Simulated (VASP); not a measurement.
# KI (Fm-3m) in VASP: a series of runs

KI is run at these levels: PBEsol, LDA; tasks: relaxation of cell and atoms.

All numbers are computed with VASP 6.6.1; they aren't measurements. Logs are shortened: lines on timing, memory, paths and dates and some standing lists are left out, and cuts for length are marked.

### Step 1. The cell of the first run

It takes space group Fm-3m (No. 225, cubic). The conventional cell has a = 7.178 Å, b = 7.178 Å, c = 7.178 Å, α = 90.00°, β = 90.00°, γ = 90.00°. K (site symmetry m-3m) has 6 I at 3.59 Å within 4.7 Å. Within 4.7 Å of I (site symmetry m-3m) lie 6 K at 3.59 Å.

### Step 2. Relaxation of cell and atoms, PBEsol

INCAR

```
SYSTEM = KI
PREC = Accurate
ENCUT = 500
EDIFF = 1E-7
ISMEAR = -1
SIGMA = 0.02
LREAL = .False.
LASPH = .True.
NELM = 120
ALGO = Normal
ISIF = 3
LWAVE = .False.
LCHARG = .False.
GGA = PS
IBRION = 2
NSW = 80
EDIFFG = -0.005
GGA_COMPAT = .False.
NELMIN = 4
```

KPOINTS

```
regular mesh
0
Gamma
  6 6 6
  0 0 0
```

POSCAR

```
KI
1.0
    0.0000000000      3.5890743801      3.5890743801
    3.5890743801      0.0000000000      3.5890743801
    3.5890743801      3.5890743801      0.0000000000
K I
1 1
Direct
    0.0000000000      0.0000000000      0.0000000000
    0.5000000000      0.5000000000      0.5000000000
```

Potentials or basis: VASP PAW PBE potentials, release 64 (K_sv, I).

On the command line:

```console
> cat potpaw_PBE.64/K_sv/POTCAR potpaw_PBE.64/I/POTCAR > POTCAR
> mpirun -np 1 vasp_std > vasp.out
```

OUTCAR:

```text
SYSTEM = KI
   PREC = Accurate
   ENCUT = 500
   EDIFF = 1E-7
   ISMEAR = -1
   LREAL = .False.
   LASPH = .True.
   NELM = 120
   ISIF = 3
   GGA = PS
   IBRION = 2
   NSW = 80
   EDIFFG = -0.005
   NELMIN = 4

 ion  position               nearest neighbor table
   1  0.000  0.000  0.000-   2 3.59   2 3.59   2 3.59   2 3.59   2 3.59   2 3.59
   2  0.500  0.500  0.500-   1 3.59   1 3.59   1 3.59   1 3.59   1 3.59   1 3.59

  LATTYP: Found a face centered cubic cell.
 ALAT       =     7.1781487602

  Lattice vectors:

 A1 = (   0.0000000000,   3.5890743801,   3.5890743801)
 A2 = (   3.5890743801,   0.0000000000,   3.5890743801)
 A3 = (   3.5890743801,   3.5890743801,   0.0000000000)

Analysis of symmetry for initial positions (statically):
=====================================================================
 Subroutine PRICEL returns:
 Original cell was already a primitive cell.

 Routine SETGRP: Setting up the symmetry group for a
 face centered cubic supercell.

 Subroutine GETGRP returns: Found 48 space group operations
 (whereof 48 operations were pure point group operations)
 out of a pool of 48 trial point group operations.

The static configuration has the point symmetry O_h .

Analysis of symmetry for dynamics (positions and initial velocities):
=====================================================================
 Subroutine PRICEL returns:
 Original cell was already a primitive cell.

 Routine SETGRP: Setting up the symmetry group for a
 face centered cubic supercell.

 Subroutine GETGRP returns: Found 48 space group operations
 (whereof 48 operations were pure point group operations)
 out of a pool of 48 trial point group operations.

The dynamic configuration has the point symmetry O_h .

 Subroutine INISYM returns: Found 48 space group operations
 (whereof 48 operations are pure point group operations),
 and found     1 'primitive' translations

----------------------------------------------------------------------------------------

                                     Primitive cell

  volume of cell :      92.4650

  direct lattice vectors                    reciprocal lattice vectors
     0.000000000  3.589074380  3.589074380    -0.139311685  0.139311685  0.139311685
     3.589074380  0.000000000  3.589074380     0.139311685 -0.139311685  0.139311685
     3.589074380  3.589074380  0.000000000     0.139311685  0.139311685 -0.139311685

  length of vectors
     5.075717665  5.075717665  5.075717665     0.241294917  0.241294917  0.241294917

  position of ions in fractional coordinates (direct lattice)
     0.000000000  0.000000000  0.000000000
     0.500000000  0.500000000  0.500000000

  ion indices of the primitive-cell ions
   primitive index   ion index
                 1           1
                 2           2

----------------------------------------------------------------------------------------

 KPOINTS: regular mesh

Automatic generation of k-mesh.
 Grid dimensions read from file:
 generate k-points for:    6    6    6

 Generating k-lattice:

  Cartesian coordinates                     Fractional coordinates (reciprocal lattice)
    -0.023218614  0.023218614  0.023218614     0.166666667  0.000000000  0.000000000
     0.023218614 -0.023218614  0.023218614     0.000000000  0.166666667  0.000000000
     0.023218614  0.023218614 -0.023218614     0.000000000  0.000000000  0.166666667

  Length of vectors
     0.040215819  0.040215819  0.040215819

  Shift w.r.t. Gamma in fractional coordinates (k-lattice)
     0.000000000  0.000000000  0.000000000

 Subroutine IBZKPT returns following result:
 ===========================================

 Found     16 irreducible k-points:

 Following reciprocal coordinates:
            Coordinates               Weight
  0.000000  0.000000  0.000000      1.000000
  0.166667  0.000000  0.000000      8.000000
  0.333333  0.000000  0.000000      8.000000
  0.500000  0.000000  0.000000      4.000000
  0.166667  0.166667  0.000000      6.000000
  0.333333  0.166667  0.000000     24.000000
[... 8 lines left out ...]
 -0.333333  0.333333  0.166667     24.000000
 -0.333333  0.500000  0.166667     12.000000
   k-points           NKPTS =     16   k-points in BZ     NKDIM =     16   number of bands    NBANDS=     12
   number of dos      NEDOS =    301   number of ions     NIONS =      2
   total plane-waves  NPLWV =  64000
   dimension x,y,z NGX =    40 NGY =   40 NGZ =   40
   dimension x,y,z NGXF=    80 NGYF=   80 NGZF=   80
   ions per type =               1   1
   NGX,Y,Z   is equivalent  to a cutoff of  13.10, 13.10, 13.10 a.u.
   NGXF,Y,Z  is equivalent  to a cutoff of  26.20, 26.20, 26.20 a.u.
 SYSTEM =  KI
   PREC   = accura    normal or accurate (medium, high low for compatibility)
   ISTART =      0    job   : 0-new  1-cont  2-samecut
   ICHARG =      2    charge: 1-file 2-atom 10-const
   ISPIN  =      1    spin polarized calculation?
   LNONCOLLINEAR =      F non collinear calculations
   LSORBIT =      F    spin-orbit coupling
   LASPH  =      T    aspherical Exc in radial PAW
   ENCUT  =  500.0 eV  36.75 Ry    6.06 a.u.   9.25  9.25  9.25*2*pi/ulx,y,z
   NELM   =    120;   NELMIN=  4; NELMDL= -5     # of ELM steps
   EDIFF  = 0.1E-06   stopping-criterion for ELM
   LREAL  =      F    real-space projection
   EDIFFG = -.5E-02   stopping-criterion for IOM
   NSW    =     80    number of steps for IOM
   IBRION =      2    ionic relax: 0-MD 1-quasi-New 2-CG
   NFREE  =      1    steps in history (QN), initial steepest desc. (CG)
   ISIF   =      3    stress and relaxation
   ISYM   =      2    0-nonsym 1-usesym 2-fastsym
   POTIM  = 0.5000    time-step for ionic-motion
   TEBEG  =    0.0;   TEEND  =   0.0 temperature during run
   PSTRESS=    0.0 pullay stress
   NELECT =      16.0000    total number of electrons
   NUPDOWN=      -1.0000    fix difference up-down
   EMIN   =  10.00;   EMAX   =-10.00  energy-range for DOS
   EFERMI =   0.00;   METHOD = LEGACY
   ISMEAR =    -1;   SIGMA  =   0.02  broadening in eV -4-tet -1-fermi 0-gaus
   EFERMI_NEDOS =   21; number of points for ismear=-14 and -15
   IALGO  =     38    algorithm
   IMIX   =      4    mixing-type and parameters
     AMIX     =   0.40;   BMIX     =  1.00
     AMIX_MAG =   1.60;   BMIX_MAG =  1.00
  volume/ion in A,a.u.               =      46.23       311.99
  Fermi-wavevector in a.u.,A,eV,Ry     =   0.912268  1.723936 11.323212  0.832233
  Thomas-Fermi vector in A             =   2.036644
   LORBIT       =      0    0 simple, 1 ext, 2 COOP (PROOUT), +10 PAW based schemes
   GGA     = PS    functional components
   LHFCALC =     F    Hartree Fock is set to
   AEXX    =    0.0000 exact exchange contribution
   IVDW    =     0    specifies the selected vdW correction
   LEPSILON=     F    determine dielectric tensor
   LRPA    =     F    only Hartree local field effects (RPA)
 conjugate gradient relaxation of ions
 non-spin polarized calculation
  energy-cutoff  :      500.00
  volume of cell :       92.46
 maximum number of plane-waves:      2397
 NGX is ok and might be reduce to    40
   NGX = 19   NGY = 19   NGZ = 19

--------------------------------------- Ionic step        1  -------------------------------------------

 number of electron      16.0000001 magnetization

 Free energy of the ion-electron system (eV)
  ---------------------------------------------------
  ext. energy  EPLUGINS =         0.00000000
  ---------------------------------------------------
  free energy    TOTEN  =        -5.80170901 eV

  energy without entropy =       -5.80170901  energy(sigma->0) =       -5.80170901

------------------------ aborting loop because EDIFF is reached ----------------------------------------

  FORCE on cell =-STRESS in cart. coord.  units (eV):
  Direction    XX          YY          ZZ          XY          YZ          ZX
  --------------------------------------------------------------------------------------
  -------------------------------------------------------------------------------------
  Total       -0.4108841     -0.4108841     -0.4108841     -0.0000000      0.0000000     -0.0000000
  in kB       -7.1195504     -7.1195504     -7.1195504     -0.0000000      0.0000000     -0.0000000
  external PRESSURE =      -7.1195504 kB  Pullay stress =       0.0000000 kB

 VOLUME and BASIS-vectors are now :
 -----------------------------------------------------------------------------
  energy-cutoff  :      500.00
  volume of cell :       92.46
      direct lattice vectors                 reciprocal lattice vectors
     0.000000000  3.589074380  3.589074380    -0.139311685  0.139311685  0.139311685
     3.589074380  0.000000000  3.589074380     0.139311685 -0.139311685  0.139311685
     3.589074380  3.589074380  0.000000000     0.139311685  0.139311685 -0.139311685

 POSITION                                       TOTAL-FORCE (eV/Angst)
 -----------------------------------------------------------------------------------
      0.00000      0.00000      0.00000        -0.000000      0.000000      0.000000
      3.58907      3.58907      3.58907         0.000000     -0.000000     -0.000000
 -----------------------------------------------------------------------------------
    total drift:                                0.000000     -0.000000     -0.000000

  FREE ENERGIE OF THE ION-ELECTRON SYSTEM (eV)
  ---------------------------------------------------
  free  energy   TOTEN  =        -5.8017090093 eV

  energy  without entropy=       -5.8017090093  energy(sigma->0) =       -5.80170901

--------------------------------------- Ionic step        2  -------------------------------------------

 number of electron      15.9999999 magnetization

 E-fermi :  -0.1940     XC(G=0):  -7.2704

 val. band max:       -0.5972455641   @ k =   0.0000   0.0000   0.0000
 cond. band min:       3.1806289557   @ k =   0.0000   0.0000   0.0000
 fundamental gap:      3.7778745198
 Fermi energy:        -0.1939637171

 k-point     1 :       0.0000    0.0000    0.0000
  band No.  band energies     occupation
      1     -28.9545      2.00000
      2     -12.5044      2.00000
      3     -12.5044      2.00000
      4     -12.5044      2.00000
      5     -11.1082      2.00000
      6      -0.5972      2.00000
      7      -0.5972      2.00000
      8      -0.5972      2.00000
      9       3.1806      0.00000
     10       5.8400      0.00000
     11       5.8400      0.00000
     12       5.8400      0.00000

 k-point     2 :       0.1667    0.0000    0.0000
  band No.  band energies     occupation
      1     -28.9541      2.00000
      2     -12.5449      2.00000
      3     -12.5049      2.00000
      4     -12.5049      2.00000
      5     -11.0375      2.00000
      6      -1.0150      2.00000
      7      -0.6854      2.00000
      8      -0.6854      2.00000
      9       3.8039      0.00000
     10       5.7375      0.00000
     11       6.1279      0.00000
     12       6.1279      0.00000
[... 266 lines left out ...]
 POSITION                                       TOTAL-FORCE (eV/Angst)
 -----------------------------------------------------------------------------------
      0.00000      0.00000      0.00000        -0.000000      0.000000      0.000000
      3.51103      3.51103      3.51103         0.000000     -0.000000     -0.000000
 -----------------------------------------------------------------------------------
    total drift:                                0.000000     -0.000000     -0.000000

  FREE ENERGIE OF THE ION-ELECTRON SYSTEM (eV)
  ---------------------------------------------------
  free  energy   TOTEN  =        -5.8164296375 eV

  energy  without entropy=       -5.8164296375  energy(sigma->0) =       -5.81642964

--------------------------------------- Ionic step        4  -------------------------------------------

 number of electron      15.9999999 magnetization

 Free energy of the ion-electron system (eV)
  ---------------------------------------------------
  ext. energy  EPLUGINS =         0.00000000
  ---------------------------------------------------
  free energy    TOTEN  =        -5.81646765 eV

  energy without entropy =       -5.81646765  energy(sigma->0) =       -5.81646765

 E-fermi :   0.0354     XC(G=0):  -7.4323

 val. band max:       -0.3930801994   @ k =   0.0000   0.0000   0.0000
 cond. band min:       3.4684571517   @ k =   0.0000   0.0000   0.0000
 fundamental gap:      3.8615373511
 Fermi energy:         0.0354071101

 k-point     1 :       0.0000    0.0000    0.0000
  band No.  band energies     occupation
      1     -28.6808      2.00000
      2     -12.2366      2.00000
      3     -12.2366      2.00000
      4     -12.2366      2.00000
      5     -10.9647      2.00000
      6      -0.3931      2.00000
      7      -0.3931      2.00000
      8      -0.3931      2.00000
      9       3.4685      0.00000
     10       6.0228      0.00000
     11       6.0228      0.00000
     12       6.0228      0.00000

 k-point     2 :       0.1667    0.0000    0.0000
  band No.  band energies     occupation
      1     -28.6802      2.00000
      2     -12.2895      2.00000
      3     -12.2372      2.00000
      4     -12.2372      2.00000
      5     -10.8774      2.00000
      6      -0.8425      2.00000
      7      -0.4909      2.00000
      8      -0.4909      2.00000
      9       4.1135      0.00000
     10       5.9334      0.00000
     11       6.3222      0.00000
     12       6.3222      0.00000
[... 230 lines left out ...]
 POSITION                                       TOTAL-FORCE (eV/Angst)
 -----------------------------------------------------------------------------------
      3.50677      0.00000      3.50677        -0.000000     -0.000000      0.000000
      3.50677      3.50677      3.50677         0.000000      0.000000     -0.000000
 -----------------------------------------------------------------------------------
    total drift:                                0.000000     -0.000000     -0.000000

  FREE ENERGIE OF THE ION-ELECTRON SYSTEM (eV)
  ---------------------------------------------------
  free  energy   TOTEN  =        -5.8164676531 eV

  energy  without entropy=       -5.8164676531  energy(sigma->0) =       -5.81646765

 reached required accuracy - stopping structural energy minimisation
```

It took 57 s on 1 thread of AMD EPYC 7R43 (Zen 3), shared host; peak memory 0.22 GiB.

Results:

- Free energy: -5.8165 eV
- Relaxed volume: 43.12 Å³/atom
- Relaxed cell: a = 4.959 Å, b = 4.959 Å, c = 4.959 Å, α = 60.00°, β = 60.00°, γ = 60.00°
- Space group after relaxing (to 0.05 Å): Fm-3m (No. 225)
- Energy gained by relaxing: 7.4 meV/atom
- Ionic steps: 4
- Pressure after relaxing: 0.0 GPa
- Band gap on the k mesh: 3.86 eV, direct

Step by step:
```csv
step,energy change (eV),largest force (eV/Å),pressure (GPa),volume (Å³)
1,0.0000,0.0000,-0.71,92.46
2,-0.0098,0.0000,-0.44,89.74
3,-0.0147,0.0000,-0.04,86.56
4,-0.0148,0.0000,0.00,86.25
```

Final structure:
```xyz
2
Lattice="0.0000 3.5068 3.5068 3.5068 0.0000 3.5068 3.5068 3.5068 0.0000" Properties=species:S:1:pos:R:3 pbc="T T T"
K     3.5068    0.0000    3.5068
I     3.5068    3.5068    3.5068
```

Caveat: the PAW data sets were made with another functional, which shifts forces and pressure a little; spin-orbit coupling is left out, which moves the levels of the heavy elements. PBEsol gaps usually lie below the measured ones, often by a third to a half.

### Step 3. Relaxation of cell and atoms, LDA

INCAR

```
PREC = Accurate ; ENCUT = 500
EDIFF = 1E-7 ; ISMEAR = -1
SIGMA = 0.02 ; LREAL = False
LASPH = True ; NELM = 120
ALGO = Normal ; ISIF = 3
LWAVE = False ; LCHARG = False
IBRION = 2 ; NSW = 80
EDIFFG = -0.005 ; GGA_COMPAT = False
NELMIN = 4
```

KPOINTS

```
regular mesh
0
Gamma
  6 6 6
```

POSCAR is that of step 2.

Potentials or basis: VASP PAW LDA potentials, release 64 (K_sv, I).

On the command line:

```console
> cat potpaw_LDA.64/K_sv/POTCAR potpaw_LDA.64/I/POTCAR > POTCAR
> mpirun -np 1 vasp_std > vasp.out
```

It took 1.9 min on 1 thread of AMD EPYC 7R43 (Zen 3), shared host; peak memory 0.16 GiB.

Results (log left out):

```
Free energy                            : -6.1672 eV
Relaxed volume                         : 39.78 Å³/atom
Relaxed cell                           : a = 4.827 Å, b = 4.827 Å, c = 4.827 Å, α = 60.00°, β = 60.00°, γ = 60.00°
Space group after relaxing (to 0.05 Å) : Fm-3m (No. 225)
Energy gained by relaxing              : 38.9 meV/atom
Ionic steps                            : 18
Pressure after relaxing                : 0.0 GPa
Band gap on the k mesh                 : 3.87 eV, direct
```

The path:
```
step  energy change (eV)  largest force (eV/Å)  pressure (GPa)  volume (Å³)
   1              0.0000                0.0000           -1.66        92.46
   2             -0.0540                0.0000           -1.06        86.20
   3             -0.0774                0.0000           -0.15        80.32
   4             -0.0778                0.0000            0.03        79.42
   5             -0.0778                0.0000           -0.03        79.67
   6             -0.0778                0.0000           -0.02        79.66
   7             -0.0778                0.0000           -0.03        79.66
   8             -0.0778                0.0000           -0.02        79.66
   9             -0.0778                0.0000           -0.02        79.66
  10             -0.0778                0.0000           -0.02        79.66
  11             -0.0778                0.0000           -0.02        79.66
  12             -0.0778                0.0000           -0.02        79.66
  13             -0.0778                0.0000           -0.02        79.66
  14             -0.0778                0.0000           -0.02        79.65
  15             -0.0778                0.0000           -0.02        79.65
  16             -0.0778                0.0000           -0.02        79.63
  17             -0.0778                0.0000           -0.02        79.60
  18             -0.0778                0.0000            0.00        79.55
```

Final structure:
```
K I
1.0
     0.00000    3.41353    3.41353
     3.41353    0.00000    3.41353
     3.41353    3.41353    0.00000
K I
1 1
Direct
  0.00000 0.00000 0.00000
  0.50000 0.50000 0.50000
```

Levels at points of the mesh, in eV from the valence-band top:
| k point | band 5 | band 6 | band 7 | band 8 | band 9 | band 10 | band 11 | band 12 |
| --- | --- | --- | --- | --- | --- | --- | --- | --- |
| (0.00, 0.00, 0.00) | -10.74 | 0.00 | 0.00 | 0.00 | 3.87 | 6.22 | 6.22 | 6.22 |
| (0.50, 0.00, 0.00) | -10.26 | -1.65 | -0.45 | -0.45 | 5.36 | 7.71 | 8.18 | 8.18 |
| (0.50, 0.50, 0.00) | -10.55 | -1.21 | -0.44 | -0.44 | 4.49 | 5.72 | 8.04 | 8.84 |

Caveat: spin-orbit coupling is left out, which moves the levels of the heavy elements. A hybrid or GW would open this gap; LDA tends to underestimate it.
